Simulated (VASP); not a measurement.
Runs of VASP 6.6.1 on Tc. The structure is that of space group P6_3/mmc (No. 194), or close to it. The cells are those of the table. 

```csv
cell,gap on the mesh (eV),pressure (GPa)
"a = 2.737, b = 2.737, c = 4.385 Å, angles 90.0, 90.0, 120.0°, 2 atoms",none,4.3
"a = 2.697, b = 2.697, c = 4.325 Å, angles 90.0, 90.0, 120.0°, 2 atoms",none,19.3
"a = 2.723, b = 2.723, c = 4.363 Å, angles 90.0, 90.0, 120.0°, 2 atoms",none,9.3
"a = 2.752, b = 2.752, c = 4.407 Å, angles 90.0, 90.0, 120.0°, 2 atoms",none,(a)
```

Alike in all rows: task single point; level PBE; potentials or basis VASP PAW PBE potentials, release 64 (Tc_pv); no spin polarisation; k mesh 9 × 9 × 5; cutoff (eV) 520; smearing fermi-dirac 0.05 eV.

Question: Fill in the values left out.

Answer: (a) -0.7.

A k mesh can miss the band edges, and the runs leave out spin-orbit coupling on Tc.

A gap of «none» marks levels without a gap at the run's occupations.
